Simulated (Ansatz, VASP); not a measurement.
**Re in VASP and in Ansatz**

```
Re
1.0
     0.00000    1.96468    1.96468
     1.96468    0.00000    1.96468
     1.96468    1.96468    0.00000
Re
1
Cartesian
  0.0000 0.0000 0.0000
```

Alike in both runs: task single point; functional RPBE; k mesh 15 × 15 × 15; occupations fermi-dirac, width 0.1 eV; no spin polarisation.

|  | VASP | Ansatz |
| --- | --- | --- |
| version | VASP 6.6.1 | Ansatz 0.2.0 |
| potentials or method | VASP PAW PBE potentials, release 64 (Re), cutoff 520 eV | plane waves (420 eV) with PAW, scalar-relativistic |
| valence electrons in the cell | 7 | 15 |

```csv
,VASP,Ansatz,Ansatz less VASP
pressure (GPa),-0.7,0.0,+0.76
```

VASP's potentials were made for PBE, not for RPBE. The functional is the same, so the differences come from potentials, cutoffs and numerics. VASP's potentials hold 7 valence electrons a cell and Ansatz's 15, so a difference there can come from the potentials and not from the codes.

Neither program's run includes spin-orbit coupling.
